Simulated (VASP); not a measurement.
# SbO5 (P-6m2) in VASP: further runs

Runs on SbO5. Level: PBE. Tasks: relaxation of cell and atoms, single point.

Everything below comes from runs of VASP 6.6.1. Logs are shortened: lines on timing, memory, paths and dates and some standing lists are left out, and cuts for length are marked.

### 1 The cell of the first run

Symmetry: P-6m2, No. 187, hexagonal system. Conventional cell: a = 2.560 Å, b = 2.560 Å, c = 12.443 Å, α = 90.00°, β = 90.00°, γ = 120.00°. Within 3.3 Å of Sb (site symmetry -6m2) lie 6 O at 2.53 Å and 6 Sb at 2.56 Å. O (site symmetry 3m) has 3 Sb at 2.53 Å and 9 O at 2.56 Å within 3.3 Å. O (site symmetry 3m) has 12 O at 2.56 Å within 3.4 Å. Within 3.4 Å of O (site symmetry -6m2) lie 12 O at 2.56 Å.

The cell was built from a structure type or drawn by symmetry, and may not be a known phase.

### 2 Relaxation of cell and atoms, PBE

Contents of INCAR:

```
  PREC = Accurate
  ENCUT = 600
  EDIFF = 1E-6
  ISMEAR = 0
  SIGMA = 0.1
  LREAL = False
  LASPH = True
  NELM = 100
  ALGO = Normal
  ISIF = 3
  LWAVE = False
  LCHARG = False
  GGA = PE
  IBRION = 2
  NSW = 90
  EDIFFG = -0.04
```

Contents of KPOINTS:

```
regular mesh
0
Gamma
  6 6 2
```

Contents of POSCAR:

```
SbO5
1.0
    2.5598886500      0.0000000000      0.0000000000
   -1.2799443300      2.2169286000      0.0000000000
    0.0000000000      0.0000000000     12.4429551600
Sb O
1 5
Direct
    0.0000000000      0.0000000000      0.0000000000
    0.6666666700      0.3333333300      0.8353336500
    0.0000000000      0.0000000000      0.6676422400
    0.6666666700      0.3333333300      0.5000000000
    0.0000000000      0.0000000000      0.3323577600
    0.6666666700      0.3333333300      0.1646663500
```

Potentials or basis: VASP PAW PBE potentials, release 64 (Sb, O).

Launch:

```console
cat potpaw_PBE.64/Sb/POTCAR potpaw_PBE.64/O/POTCAR > POTCAR
mpirun -np 1 vasp_std > vasp.out
```

OUTCAR:

```text
PREC = Accurate
   ENCUT = 600
   EDIFF = 1E-6
   ISMEAR = 0
   LREAL = False
   LASPH = True
   NELM = 100
   ISIF = 3
   GGA = PE
   IBRION = 2
   NSW = 90
   EDIFFG = -0.04

 ion  position               nearest neighbor table
   1  0.000  0.000  0.000-   2 2.53   6 2.53   2 2.53   6 2.53   2 2.53   6 2.53
   2  0.667  0.333  0.835-   1 2.53   1 2.53   1 2.53
   3  0.000  0.000  0.668-
   4  0.667  0.333  0.500-
   5  0.000  0.000  0.332-
   6  0.667  0.333  0.165-   1 2.53   1 2.53   1 2.53

  LATTYP: Found a hexagonal cell.
 ALAT       =     2.5598886500
 C/A-ratio  =     4.8607407826

  Lattice vectors:

 A1 = (   2.5598886500,   0.0000000000,   0.0000000000)
 A2 = (  -1.2799443300,   2.2169286000,   0.0000000000)
 A3 = (   0.0000000000,   0.0000000000,  12.4429551600)

Analysis of symmetry for initial positions (statically):
=====================================================================
 Subroutine PRICEL returns:
 Original cell was already a primitive cell.

 Routine SETGRP: Setting up the symmetry group for a
 hexagonal supercell.

 Subroutine GETGRP returns: Found 12 space group operations
 (whereof 12 operations were pure point group operations)
 out of a pool of 24 trial point group operations.

The static configuration has the point symmetry D_3h.

Analysis of symmetry for dynamics (positions and initial velocities):
=====================================================================
 Subroutine PRICEL returns:
 Original cell was already a primitive cell.

 Routine SETGRP: Setting up the symmetry group for a
 hexagonal supercell.

 Subroutine GETGRP returns: Found 12 space group operations
 (whereof 12 operations were pure point group operations)
 out of a pool of 24 trial point group operations.

The dynamic configuration has the point symmetry D_3h.

 Subroutine INISYM returns: Found 12 space group operations
 (whereof 12 operations are pure point group operations),
 and found     1 'primitive' translations

----------------------------------------------------------------------------------------

                                     Primitive cell

  volume of cell :      70.6149

  direct lattice vectors                    reciprocal lattice vectors
     2.559888650  0.000000000  0.000000000     0.390641991  0.225537260  0.000000000
    -1.279944330  2.216928600  0.000000000     0.000000000  0.451074518  0.000000000
     0.000000000  0.000000000 12.442955160     0.000000000  0.000000000  0.080366761

  length of vectors
     2.559888650  2.559888651 12.442955160     0.451074518  0.451074518  0.080366761

  position of ions in fractional coordinates (direct lattice)
     0.000000000  0.000000000  0.000000000
     0.666666670  0.333333330  0.835333650
     0.000000000  0.000000000  0.667642240
     0.666666670  0.333333330  0.500000000
     0.000000000  0.000000000  0.332357760
     0.666666670  0.333333330  0.164666350

  ion indices of the primitive-cell ions
   primitive index   ion index
                 1           1
                 2           2
                 3           3
                 4           4
                 5           5
                 6           6

----------------------------------------------------------------------------------------

 KPOINTS: regular mesh

Automatic generation of k-mesh.
 Grid dimensions read from file:
 generate k-points for:    6    6    2

 Generating k-lattice:

  Cartesian coordinates                     Fractional coordinates (reciprocal lattice)
     0.065106999  0.037589543  0.000000000     0.166666667  0.000000000  0.000000000
     0.000000000  0.075179086  0.000000000     0.000000000  0.166666667  0.000000000
     0.000000000  0.000000000  0.040183380     0.000000000  0.000000000  0.500000000

  Length of vectors
     0.075179086  0.075179086  0.040183380

  Shift w.r.t. Gamma in fractional coordinates (k-lattice)
     0.000000000  0.000000000  0.000000000

 Subroutine IBZKPT returns following result:
 ===========================================

 Found     14 irreducible k-points:

 Following reciprocal coordinates:
            Coordinates               Weight
  0.000000  0.000000  0.000000      1.000000
  0.166667  0.000000  0.000000      6.000000
  0.333333  0.000000  0.000000      6.000000
  0.500000  0.000000  0.000000      3.000000
  0.166667  0.166667  0.000000      6.000000
  0.333333  0.166667  0.000000     12.000000
  0.333333  0.333333  0.000000      2.000000
  0.000000  0.000000  0.500000      1.000000
  0.166667  0.000000  0.500000      6.000000
  0.333333  0.000000  0.500000      6.000000
  0.500000  0.000000  0.500000      3.000000
  0.166667  0.166667  0.500000      6.000000
  0.333333  0.166667  0.500000     12.000000
  0.333333  0.333333  0.500000      2.000000
   k-points           NKPTS =     14   k-points in BZ     NKDIM =     14   number of bands    NBANDS=     21
   number of dos      NEDOS =    301   number of ions     NIONS =      6
   total plane-waves  NPLWV =  40000
   dimension x,y,z NGX =    20 NGY =   20 NGZ =  100
   dimension x,y,z NGXF=    40 NGYF=   40 NGZF=  200
   ions per type =               1   5
   NGX,Y,Z   is equivalent  to a cutoff of  12.99, 12.99, 13.36 a.u.
   NGXF,Y,Z  is equivalent  to a cutoff of  25.98, 25.98, 26.72 a.u.
 SYSTEM =  unknown system
   PREC   = accura    normal or accurate (medium, high low for compatibility)
   ISTART =      0    job   : 0-new  1-cont  2-samecut
   ICHARG =      2    charge: 1-file 2-atom 10-const
   ISPIN  =      1    spin polarized calculation?
   LNONCOLLINEAR =      F non collinear calculations
   LSORBIT =      F    spin-orbit coupling
   LASPH  =      T    aspherical Exc in radial PAW
   ENCUT  =  600.0 eV  44.10 Ry    6.64 a.u.   5.11  5.11 24.85*2*pi/ulx,y,z
   NELM   =    100;   NELMIN=  2; NELMDL= -5     # of ELM steps
   EDIFF  = 0.1E-05   stopping-criterion for ELM
   LREAL  =      F    real-space projection
   EDIFFG = -.4E-01   stopping-criterion for IOM
   NSW    =     90    number of steps for IOM
   IBRION =      2    ionic relax: 0-MD 1-quasi-New 2-CG
   NFREE  =      1    steps in history (QN), initial steepest desc. (CG)
   ISIF   =      3    stress and relaxation
   ISYM   =      2    0-nonsym 1-usesym 2-fastsym
   POTIM  = 0.5000    time-step for ionic-motion
   TEBEG  =    0.0;   TEEND  =   0.0 temperature during run
   PSTRESS=    0.0 pullay stress
   NELECT =      35.0000    total number of electrons
   NUPDOWN=      -1.0000    fix difference up-down
   EMIN   =  10.00;   EMAX   =-10.00  energy-range for DOS
   EFERMI =   0.00;   METHOD = LEGACY
   ISMEAR =     0;   SIGMA  =   0.10  broadening in eV -4-tet -1-fermi 0-gaus
   EFERMI_NEDOS =   21; number of points for ismear=-14 and -15
   IALGO  =     38    algorithm
   IMIX   =      4    mixing-type and parameters
     AMIX     =   0.40;   BMIX     =  1.00
     AMIX_MAG =   1.60;   BMIX_MAG =  1.00
  volume/ion in A,a.u.               =      11.77        79.42
  Fermi-wavevector in a.u.,A,eV,Ry     =   1.295583  2.448298 22.837877  1.678537
  Thomas-Fermi vector in A             =   2.427094
   LORBIT       =      0    0 simple, 1 ext, 2 COOP (PROOUT), +10 PAW based schemes
   GGA     = PE    functional components
   LHFCALC =     F    Hartree Fock is set to
   AEXX    =    0.0000 exact exchange contribution
   IVDW    =     0    specifies the selected vdW correction
   LEPSILON=     F    determine dielectric tensor
   LRPA    =     F    only Hartree local field effects (RPA)
 conjugate gradient relaxation of ions
 non-spin polarized calculation
 Gauss-broadening in eV      SIGMA  =   0.10
  energy-cutoff  :      600.00
  volume of cell :       70.61
 maximum number of plane-waves:      2373
   NGX = 11   NGY = 11   NGZ = 49

--------------------------------------- Ionic step        1  -------------------------------------------

 number of electron      34.9999997 magnetization

 Free energy of the ion-electron system (eV)
  ---------------------------------------------------
  ext. energy  EPLUGINS =         0.00000000
  ---------------------------------------------------
  free energy    TOTEN  =       -13.86470834 eV

  energy without entropy =      -13.82130471  energy(sigma->0) =      -13.84300653

------------------------ aborting loop because EDIFF is reached ----------------------------------------

  FORCE on cell =-STRESS in cart. coord.  units (eV):
  Direction    XX          YY          ZZ          XY          YZ          ZX
  --------------------------------------------------------------------------------------
  -------------------------------------------------------------------------------------
  Total       13.7330290     13.7330290    -13.8688771     -0.0000000      0.0000000      0.0000000
  in kB      311.5879134    311.5879129   -314.6701632     -0.0000007      0.0000000      0.0000000
  external PRESSURE =     102.8352210 kB  Pullay stress =       0.0000000 kB
[... 101 lines left out ...]
  FREE ENERGIE OF THE ION-ELECTRON SYSTEM (eV)
  ---------------------------------------------------
  free  energy   TOTEN  =       -19.7772104120 eV

  energy  without entropy=      -19.7406857979  energy(sigma->0) =      -19.75894810

 E-fermi :   3.7630     XC(G=0): -10.2253

 val. band max:        3.7504835129   @ k =   0.0000   0.0000   0.5000
 cond. band min:       3.7883517103   @ k =   0.1667   0.1667   0.0000
 fundamental gap:      0.0378681974
 Fermi energy:         3.7630098640

 k-point     1 :       0.0000    0.0000    0.0000
  band No.  band energies     occupation
      1     -18.0397      2.00000
      2     -16.7746      2.00000
      3     -15.3774      2.00000
      4     -12.7593      2.00000
      5     -11.0731      2.00000
      6      -4.7287      2.00000
[... 325 lines left out ...]
     20       5.0785      0.00000
     21       5.2294      0.00000

 E-fermi :   3.4992     XC(G=0): -10.0765

 val. band max:        3.4775306697   @ k =   0.0000   0.0000   0.5000
 cond. band min:       3.5476054975   @ k =   0.1667   0.1667   0.0000
 fundamental gap:      0.0700748278
 Fermi energy:         3.4992142145

 k-point     1 :       0.0000    0.0000    0.0000
  band No.  band energies     occupation
      1     -18.1468      2.00000
      2     -17.2593      2.00000
      3     -15.3499      2.00000
      4     -12.9099      2.00000
      5     -11.3872      2.00000
      6      -4.6291      2.00000
[... 325 lines left out ...]
     20       4.9315      0.00000
     21       5.1473      0.00000

[... ionic steps 4 to 50 ...]

--------------------------------------- Ionic step       51  -------------------------------------------

 number of electron      35.0000006 magnetization

------------------------ aborting loop because EDIFF is reached ----------------------------------------
[... 75 lines left out ...]
--------------------------------------- Ionic step       53  -------------------------------------------

 number of electron      35.0000008 magnetization

 Free energy of the ion-electron system (eV)
  ---------------------------------------------------
  ext. energy  EPLUGINS =         0.00000000
  ---------------------------------------------------
  free energy    TOTEN  =       -25.47167996 eV

  energy without entropy =      -25.43815517  energy(sigma->0) =      -25.45491756

 E-fermi :   1.8316     XC(G=0):  -8.9715

 val. band max:        1.8244640647   @ k =   0.1667   0.0000   0.0000
 cond. band min:       1.8436611422   @ k =   0.1667   0.0000   0.5000
 fundamental gap:      0.0191970775
 Fermi energy:         1.8316187789

 k-point     1 :       0.0000    0.0000    0.0000
  band No.  band energies     occupation
      1     -22.7822      2.00000
      2     -18.2527      2.00000
      3     -16.2924      2.00000
      4     -13.9909      2.00000
      5     -12.7774      2.00000
      6      -6.5544      2.00000
[... 358 lines left out ...]
  FREE ENERGIE OF THE ION-ELECTRON SYSTEM (eV)
  ---------------------------------------------------
  free  energy   TOTEN  =       -25.4716799572 eV

  energy  without entropy=      -25.4381551680  energy(sigma->0) =      -25.45491756

 reached required accuracy - stopping structural energy minimisation
```

Run time: 33 min. Hardware: 1 thread of Intel Xeon 8259CL, shared host; peak memory 0.22 GiB.

Results:

```
Free energy                           : -25.4717 eV
Relaxed volume                        : 14.68 Å³/atom
Relaxed cell                          : a = 3.225 Å, b = 3.225 Å, c = 9.775 Å, α = 90.00°, β = 90.00°, γ = 120.00°
Space group after relaxing (to 0.1 Å) : P-6m2 (No. 187)
Energy gained by relaxing             : 1934.5 meV/atom
Ionic steps                           : 53
Pressure after relaxing               : -0.2 GPa
Largest force after relaxing          : 0.036 eV/Å
Band gap on the k mesh                : zero (an odd number of electrons rules out a gap without spin polarisation)
```

Forces on the atoms (eV/Å):
```
Sb   0.000  0.000  0.000
O    0.000  0.000  0.015
O    0.000  0.000 -0.036
O    0.000  0.000  0.000
O    0.000  0.000  0.036
O    0.000  0.000 -0.015
```

Step by step:
```tsv
step	energy change (eV)	largest force (eV/Å)	pressure (GPa)	volume (Å³)
1	0.0000	1.8076	10.28	70.61
3	-5.9125	1.0063	-29.03	81.30
5	-6.8902	2.2844	-16.72	81.92
7	-7.9128	4.3691	9.12	65.65
9	-8.6093	1.2809	-7.82	71.68
11	-9.0393	1.1064	5.68	64.89
13	-9.2491	0.8236	0.85	67.62
15	-9.3867	0.8335	2.32	70.30
17	-9.4135	1.8886	3.61	71.74
19	-9.5040	2.7871	3.50	72.74
21	-9.9923	4.7714	3.55	77.38
23	-10.0484	5.7487	4.29	78.59
25	-10.0745	6.1773	4.80	79.39
27	-10.0969	6.4174	8.33	82.46
29	-10.1746	5.9407	6.50	81.09
31	-10.5507	5.3386	2.97	81.40
33	-11.3300	2.6721	-3.86	82.62
35	-11.4492	2.1794	-3.52	82.36
37	-11.5707	0.1710	1.76	80.74
39	-11.5805	0.1028	0.46	81.81
41	-11.5818	0.1433	0.17	82.15
43	-11.5889	0.0365	-0.09	83.24
45	-11.5942	0.1071	-0.34	84.81
47	-11.6023	0.0457	0.18	85.68
49	-11.6047	0.1116	0.74	86.54
51	-11.6060	0.0789	0.12	87.34
53	-11.6070	0.0360	-0.17	88.06
```

Final structure:
```
CELL_PARAMETERS angstrom
3.22534 0.00000 0.00000
-1.61267 2.79323 0.00000
0.00000 0.00000 9.77507
ATOMIC_POSITIONS crystal
Sb 0.00000 0.00000 0.00000
O 0.66667 0.33333 0.87650
O 0.00000 0.00000 0.56872
O 0.66667 0.33333 0.50000
O 0.00000 0.00000 0.43128
O 0.66667 0.33333 0.12350
```

Caveat: the k points lie up to 0.37 Å⁻¹ apart in the final cell, too coarse for converged energies and pressures of a metal; the volume moved by over 15 % at a fixed basis, so the end points are rough; spin-orbit coupling is left out, which moves the levels of the heavy elements; an odd number of electrons without spin polarisation forces a metal; a magnetic or distorted state may lie lower.

(Part 1 of 2 ends here.)
